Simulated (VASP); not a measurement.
# LiCl in VASP: further runs

LiCl is run at these levels: r2SCAN, PBE, HSE06; tasks: single point.

Everything below comes from runs of VASP 6.6.1. Logs are shortened: lines on timing, memory, paths and dates and some standing lists are left out, and cuts for length are marked.

## 1. The cell of the first run

It takes space group Fm-3m (No. 225, cubic). Conventional cell: a = 5.265 Å, b = 5.265 Å, c = 5.265 Å, α = 90.00°, β = 90.00°, γ = 90.00°. Li (site symmetry m-3m) has 6 Cl at 2.63 Å within 3.5 Å. Within 3.5 Å of Cl (site symmetry m-3m) lie 6 Li at 2.63 Å.

## 2. Single point, r2SCAN (strain +3.0%)

POSCAR

```
LiCl
1.0
    0.0000000000      2.6327181046      2.6327181046
    2.6327181046      0.0000000000      2.6327181046
    2.6327181046      2.6327181046      0.0000000000
Li Cl
1 1
Direct
    0.0000000000      0.0000000000      0.0000000000
    0.5000000000      0.5000000000      0.5000000000
```

INCAR.step1

```
ALGO = Normal
EDIFF = 1E-4
ENCUT = 520
GGA = PE
ISMEAR = 0
LASPH = True
LCHARG = False
LREAL = False
LWAVE = True
NBANDS = 12
NELM = 80
PREC = Accurate
SIGMA = 0.01
```

INCAR.step2

```
ALGO = Normal
EDIFF = 1E-6
ENCUT = 520
ISIF = 2
ISMEAR = 0
ISTART = 1
LASPH = True
LCHARG = True
LELF = True
LMIXTAU = True
LREAL = False
LVHAR = True
LWAVE = False
METAGGA = R2SCAN
NBANDS = 12
NELM = 80
PREC = Accurate
SIGMA = 0.01
```

KPOINTS

```
k-points
0
Gamma
  8 8 8
```

Potentials or basis: VASP PAW PBE potentials, release 64 (Li_sv, Cl).

Command:

```sh
$ cat potpaw_PBE.64/Li_sv/POTCAR potpaw_PBE.64/Cl/POTCAR > POTCAR
$ cp INCAR.step1 INCAR
$ mpirun -np 1 vasp_std > vasp.out
$ cp INCAR.step2 INCAR
$ mpirun -np 1 vasp_std > vasp.out
```

OUTCAR:

```text
EDIFF = 1E-6
   ENCUT = 520
   ISIF = 2
   ISMEAR = 0
   ISTART = 1
   LASPH = True
   LREAL = False
   METAGGA = R2SCAN
   NELM = 80
   PREC = Accurate

 ion  position               nearest neighbor table
   1  0.000  0.000  0.000-   2 2.63   2 2.63   2 2.63   2 2.63   2 2.63   2 2.63
   2  0.500  0.500  0.500-   1 2.63   1 2.63   1 2.63   1 2.63   1 2.63   1 2.63

  LATTYP: Found a face centered cubic cell.
 ALAT       =     5.2654362092

  Lattice vectors:

 A1 = (   0.0000000000,   2.6327181046,   2.6327181046)
 A2 = (   2.6327181046,   0.0000000000,   2.6327181046)
 A3 = (   2.6327181046,   2.6327181046,   0.0000000000)

Analysis of symmetry for initial positions (statically):
=====================================================================
 Subroutine PRICEL returns:
 Original cell was already a primitive cell.

 Routine SETGRP: Setting up the symmetry group for a
 face centered cubic supercell.

 Subroutine GETGRP returns: Found 48 space group operations
 (whereof 48 operations were pure point group operations)
 out of a pool of 48 trial point group operations.

The static configuration has the point symmetry O_h .

Analysis of symmetry for dynamics (positions and initial velocities):
=====================================================================
 Subroutine PRICEL returns:
 Original cell was already a primitive cell.

 Routine SETGRP: Setting up the symmetry group for a
 face centered cubic supercell.

 Subroutine GETGRP returns: Found 48 space group operations
 (whereof 48 operations were pure point group operations)
 out of a pool of 48 trial point group operations.

The dynamic configuration has the point symmetry O_h .

 Subroutine INISYM returns: Found 48 space group operations
 (whereof 48 operations are pure point group operations),
 and found     1 'primitive' translations

----------------------------------------------------------------------------------------

                                     Primitive cell

  volume of cell :      36.4958

  direct lattice vectors                    reciprocal lattice vectors
     0.000000000  2.632718105  2.632718105    -0.189917788  0.189917788  0.189917788
     2.632718105  0.000000000  2.632718105     0.189917788 -0.189917788  0.189917788
     2.632718105  2.632718105  0.000000000     0.189917788  0.189917788 -0.189917788

  length of vectors
     3.723225649  3.723225649  3.723225649     0.328947259  0.328947259  0.328947259

  position of ions in fractional coordinates (direct lattice)
     0.000000000  0.000000000  0.000000000
[... 83 lines left out ...]
   NFREE  =      0    steps in history (QN), initial steepest desc. (CG)
   ISIF   =      2    stress and relaxation
   ISYM   =      2    0-nonsym 1-usesym 2-fastsym
   POTIM  = 0.5000    time-step for ionic-motion
   TEBEG  =    0.0;   TEEND  =   0.0 temperature during run
   PSTRESS=    0.0 pullay stress
   NELECT =      10.0000    total number of electrons
   NUPDOWN=      -1.0000    fix difference up-down
   EMIN   =  10.00;   EMAX   =-10.00  energy-range for DOS
   EFERMI =   0.00;   METHOD = LEGACY
   ISMEAR =     0;   SIGMA  =   0.01  broadening in eV -4-tet -1-fermi 0-gaus
   EFERMI_NEDOS =   21; number of points for ismear=-14 and -15
   IALGO  =     38    algorithm
   IMIX   =      4    mixing-type and parameters
     AMIX     =   0.40;   BMIX     =  1.00
     AMIX_MAG =   1.60;   BMIX_MAG =  1.00
  volume/ion in A,a.u.               =      18.25       123.14
  Fermi-wavevector in a.u.,A,eV,Ry     =   1.063311  2.009367 15.383171  1.130631
  Thomas-Fermi vector in A             =   2.198792
   LORBIT       =      0    0 simple, 1 ext, 2 COOP (PROOUT), +10 PAW based schemes
   METAGGA = R2SCAN    functional components
   LHFCALC =     F    Hartree Fock is set to
   AEXX    =    0.0000 exact exchange contribution
   IVDW    =     0    specifies the selected vdW correction
   LEPSILON=     F    determine dielectric tensor
   LRPA    =     F    only Hartree local field effects (RPA)
 non-spin polarized calculation
 Gauss-broadening in eV      SIGMA  =   0.01
  energy-cutoff  :      520.00
  volume of cell :       36.50
 maximum number of plane-waves:       995
   NGX = 13   NGY = 13   NGZ = 13

 number of electron      10.0000002 magnetization

 Free energy of the ion-electron system (eV)
  ---------------------------------------------------
  ext. energy  EPLUGINS =         0.00000000
  ---------------------------------------------------
  free energy    TOTEN  =       -12.55234905 eV

  energy without entropy =      -12.55234905  energy(sigma->0) =      -12.55234905

 E-fermi :  -0.2378     XC(G=0):  -8.8038

 val. band max:       -0.3704448373   @ k =   0.0000   0.0000   0.0000
 cond. band min:       6.4826957813   @ k =   0.0000   0.0000   0.0000
 fundamental gap:      6.8531406185
 Fermi energy:        -0.2378402054

 k-point     1 :       0.0000    0.0000    0.0000
  band No.  band energies     occupation
      1     -45.3375      2.00000
      2     -14.0903      2.00000
      3      -0.3705      2.00000
      4      -0.3705      2.00000
      5      -0.3704      2.00000
      6       6.4827      0.00000
      7      12.2175      0.00000
      8      12.2175      0.00000
      9      12.2176      0.00000
     10      14.7982      0.00000
     11      14.7982      0.00000
     12      15.0028      0.00000
[... 331 lines left out ...]
 k-point    24 :      -0.3750    0.2500    0.1250
  band No.  band energies     occupation
      1     -45.3357      2.00000
      2     -13.5122      2.00000
      3      -2.6471      2.00000
      4      -1.5223      2.00000
      5      -0.8888      2.00000
      6       8.4661      0.00000
      7       9.6805      0.00000
      8      10.8799      0.00000
      9      11.8741      0.00000
     10      15.7400      0.00000
     11      16.4149      0.00000
     12      18.3118      0.00000

 [... further k-points ...]
[... 5 lines left out ...]
  --------------------------------------------------------------------------------------
  -------------------------------------------------------------------------------------
  Total       -0.6920797     -0.6920797     -0.6920797     -0.0000000      0.0000000      0.0000000
  in kB      -30.3825081    -30.3825081    -30.3825081     -0.0000000      0.0000000      0.0000000
  external PRESSURE =     -30.3825081 kB  Pullay stress =       0.0000000 kB

 VOLUME and BASIS-vectors are now :
 -----------------------------------------------------------------------------
  energy-cutoff  :      520.00
  volume of cell :       36.50
      direct lattice vectors                 reciprocal lattice vectors
     0.000000000  2.632718105  2.632718105    -0.189917788  0.189917788  0.189917788
     2.632718105  0.000000000  2.632718105     0.189917788 -0.189917788  0.189917788
     2.632718105  2.632718105  0.000000000     0.189917788  0.189917788 -0.189917788

 POSITION                                       TOTAL-FORCE (eV/Angst)
 -----------------------------------------------------------------------------------
      0.00000      0.00000      0.00000        -0.000000      0.000000     -0.000000
      2.63272      2.63272      2.63272         0.000000     -0.000000      0.000000
 -----------------------------------------------------------------------------------
    total drift:                                0.000000      0.000000      0.000000

  FREE ENERGIE OF THE ION-ELECTRON SYSTEM (eV)
  ---------------------------------------------------
  free  energy   TOTEN  =       -12.5523490483 eV

  energy  without entropy=      -12.5523490483  energy(sigma->0) =      -12.55234905
```

Wall time 86 s (1 thread of AMD EPYC 7R43 (Zen 3), shared host); peak memory 0.12 GiB.

What came out:

| Quantity | Value |
| --- | --- |
| Free energy | -12.5523 eV |
| Band gap on the k mesh | 6.85 eV, direct |

Levels at points of the mesh, in eV from the valence-band top:
| k point | band 1 | band 2 | band 3 | band 4 | band 5 | band 6 | band 7 | band 8 | band 9 | band 10 |
| --- | --- | --- | --- | --- | --- | --- | --- | --- | --- | --- |
| (0.00, 0.00, 0.00) | -44.97 | -13.72 | 0.00 | 0.00 | 0.00 | 6.85 | 12.59 | 12.59 | 12.59 | 15.17 |
| (0.50, 0.00, 0.00) | -44.97 | -13.24 | -2.53 | -0.24 | -0.24 | 7.44 | 10.27 | 10.27 | 13.41 | 17.57 |
| (0.50, 0.50, 0.00) | -44.97 | -13.04 | -2.59 | -0.98 | -0.98 | 8.62 | 9.02 | 12.88 | 14.80 | 14.80 |

Caveat: the cell differs from its parent crystal (strain +3.0%); the cutoff is under 1.25 times the usual one of these potentials, so pressure, stress and relaxed cells hold a basis-set (Pulay) error; the PAW data sets were made with another functional, which shifts forces and pressure a little. A k mesh can miss the band edges.

## 3. Single point, PBE (epitaxial 111 strain +3.0%)

INCAR

```
  PREC = Accurate
  ENCUT = 520
  EDIFF = 1E-6
  ISMEAR = -1
  SIGMA = 0.02
  LREAL = F
  LASPH = T
  NELM = 60
  ALGO = Normal
  ISIF = 2
  LWAVE = F
  LCHARG = F
  GGA = PE
  NBANDS = 12
```

KPOINTS

```
Automatic mesh
0
Gamma
  8 8 8
```

POSCAR

```
LiCl
1.0
   -0.0748246154      2.5578934892      2.5578934892
    2.5578934892     -0.0748246154      2.5578934892
    2.5578934892      2.5578934892     -0.0748246154
Li Cl
1 1
Direct
    0.0000000000      0.0000000000      0.0000000000
    0.5000000000      0.5000000000      0.5000000000
```

Potentials or basis: VASP PAW PBE potentials, release 64 (Li_sv, Cl).

Command:

```sh
$ cat potpaw_PBE.64/Li_sv/POTCAR potpaw_PBE.64/Cl/POTCAR > POTCAR
$ mpirun -np 1 vasp_std > vasp.out
```

Run time: 25 s. Hardware: 1 thread of AMD EPYC 7R43 (Zen 3), shared host; peak memory 0.13 GiB.

The run converged. Its results:

- Free energy: -7.3780 eV
- Band gap on the k mesh: 5.97 eV, direct

Levels at points of the mesh, in eV from the valence-band top:
```
           k point  band 3  band 4  band 5  band 6  band 7  band 8
(0.00, 0.00, 0.00)   -0.24   -0.24    0.00    5.97   11.52   11.52
(0.50, 0.00, 0.00)   -2.85   -0.41   -0.29    6.62    9.25    9.62
(0.50, 0.50, 0.00)   -2.90   -1.32   -1.07    7.61    8.23   11.93
(0.50, 0.50, 0.50)   -2.79   -0.52   -0.52    6.37    9.03    9.03
```

Caveat: the cell differs from its parent crystal (epitaxial 111 strain +3.0%); the cutoff is under 1.25 times the usual one of these potentials, so pressure, stress and relaxed cells hold a basis-set (Pulay) error.

## 4. Single point, r2SCAN (epitaxial 111 strain +3.0%)

POSCAR is that of step 3.

INCAR.step1

```
SYSTEM = LiCl
ALGO = Normal
EDIFF = 1E-4
ENCUT = 520
GGA = PE
ISMEAR = 0
LASPH = .TRUE.
LCHARG = .FALSE.
LREAL = .FALSE.
LWAVE = .TRUE.
NBANDS = 12
NELM = 80
PREC = Accurate
SIGMA = 0.01
```

INCAR.step2

```
SYSTEM = LiCl
ALGO = Normal
EDIFF = 1E-6
ENCUT = 520
ISIF = 2
ISMEAR = 0
ISTART = 1
LASPH = .TRUE.
LCHARG = .FALSE.
LMIXTAU = .TRUE.
LREAL = .FALSE.
LWAVE = .FALSE.
METAGGA = R2SCAN
NBANDS = 12
NELM = 80
PREC = Accurate
SIGMA = 0.01
```

KPOINTS

```
k-points
0
G
  8 8 8
  0 0 0
```

Command:

```sh
$ cat potpaw_PBE.64/Li_sv/POTCAR potpaw_PBE.64/Cl/POTCAR > POTCAR
$ cp INCAR.step1 INCAR
$ mpirun -np 1 vasp_std > vasp.out
$ cp INCAR.step2 INCAR
$ mpirun -np 1 vasp_std > vasp.out
```

It took 2.1 min on 1 thread of AMD EPYC 7R43 (Zen 3), shared host; peak memory 0.13 GiB.

The run converged. Its results:

- Free energy: -12.5692 eV
- Band gap on the k mesh: 6.90 eV, direct

Levels at points of the mesh, in eV from the valence-band top:
| k point | band 3 | band 4 | band 5 | band 6 | band 7 | band 8 |
| --- | --- | --- | --- | --- | --- | --- |
| (0.00, 0.00, 0.00) | -0.24 | -0.24 | 0.00 | 6.90 | 12.23 | 12.23 |
| (0.50, 0.00, 0.00) | -2.88 | -0.44 | -0.31 | 7.39 | 10.06 | 10.44 |
| (0.50, 0.50, 0.00) | -2.94 | -1.35 | -1.09 | 8.45 | 8.89 | 13.03 |
| (0.50, 0.50, 0.50) | -2.82 | -0.55 | -0.55 | 7.12 | 9.83 | 9.83 |

Caveat: the cell differs from its parent crystal (epitaxial 111 strain +3.0%); the cutoff is under 1.25 times the usual one of these potentials, so pressure, stress and relaxed cells hold a basis-set (Pulay) error; the PAW data sets were made with another functional, which shifts forces and pressure a little.

## 5. Single point, HSE06 (strain -4.0%)

POSCAR

```
LiCl
1.0
    0.0000000000      2.4537955149      2.4537955149
    2.4537955149      0.0000000000      2.4537955149
    2.4537955149      2.4537955149      0.0000000000
Li Cl
1 1
Direct
    0.0000000000      0.0000000000      0.0000000000
    0.5000000000      0.5000000000      0.5000000000
```

INCAR.step1

```
SYSTEM = LiCl
ALGO = Normal
EDIFF = 1E-5
ENCUT = 520
GGA = PE
ISIF = 2
ISMEAR = 0
LASPH = .True.
LREAL = .False.
LWAVE = .True.
NBANDS = 12
NELM = 100
PREC = Accurate
SIGMA = 0.01
```

INCAR.step2

```
SYSTEM = LiCl
ALGO = Normal
EDIFF = 1E-6
ENCUT = 520
GGA = PE
HFSCREEN = 0.2079
ISIF = 2
ISMEAR = 0
ISTART = 1
LASPH = .True.
LCHARG = .True.
LELF = .True.
LHFCALC = .True.
LREAL = .False.
LVHAR = .True.
LWAVE = .False.
NBANDS = 12
NELM = 100
PREC = Accurate
PRECFOCK = Normal
SIGMA = 0.01
```

KPOINTS

```
k-points
0
Gamma
  6 6 6
  0 0 0
```

Command:

```sh
$ cat potpaw_PBE.64/Li_sv/POTCAR potpaw_PBE.64/Cl/POTCAR > POTCAR
$ cp INCAR.step1 INCAR
$ mpirun -np 1 vasp_std > vasp.out
$ cp INCAR.step2 INCAR
$ mpirun -np 1 vasp_std > vasp.out
```

Run time: 7.8 min. Hardware: 1 thread of AMD EPYC 7R43 (Zen 3), shared host; peak memory 0.22 GiB.

The run converged. Its results:

- Free energy: -8.4000 eV
- Band gap on the k mesh: 8.26 eV, indirect (least direct gap 8.61 eV)

Levels at points of the mesh, in eV from the valence-band top:
```
           k point  band 1  band 2  band 3  band 4  band 5  band 6  band 7  band 8  band 9  band 10
(0.00, 0.00, 0.00)  -46.09  -15.23    0.00    0.00    0.00    8.62   13.57   13.57   13.57    16.72
(0.50, 0.00, 0.00)  -46.09  -14.39   -3.68   -0.35   -0.35    8.26   11.04   11.04   16.23    19.50
(0.50, 0.50, 0.00)  -46.08  -14.01   -3.83   -1.48   -1.48    9.38    9.61   15.41   16.96    16.96
```

Caveat: the cell differs from its parent crystal (strain -4.0%); the cutoff is under 1.25 times the usual one of these potentials, so pressure, stress and relaxed cells hold a basis-set (Pulay) error; the PAW data sets were made with another functional, which shifts forces and pressure a little. A k mesh can miss the band edges.

## 6. The runs side by side

```tsv
level	cell	k mesh	smearing	grid for exact exchange (PRECFOCK)	screening parameter	gap on the mesh (eV)
r2SCAN	a = 3.723 Å, angles 60.0°, 2 atoms	8 × 8 × 8	gaussian 0.01 eV	-	-	6.85
PBE	a = 3.618 Å, angles 61.9°, 2 atoms	8 × 8 × 8	fermi-dirac 0.02 eV	-	-	5.97
r2SCAN	a = 3.618 Å, angles 61.9°, 2 atoms	8 × 8 × 8	gaussian 0.01 eV	-	-	6.90
HSE06	a = 3.470 Å, angles 60.0°, 2 atoms	6 × 6 × 6	gaussian 0.01 eV	Normal	0.2079 1/Å	8.26
```

Alike in all rows: task single point; potentials or basis VASP PAW PBE potentials, release 64 (Li_sv, Cl); no spin polarisation; cutoff (eV) 520.

Caveats: the cutoff is under 1.25 times the usual one of these potentials, so pressure, stress and relaxed cells hold a basis-set (Pulay) error; the PAW data sets were made with another functional, which shifts forces and pressure a little (some runs).

Total energies depend on the potentials used, so only differences within one code and one set of settings carry meaning.
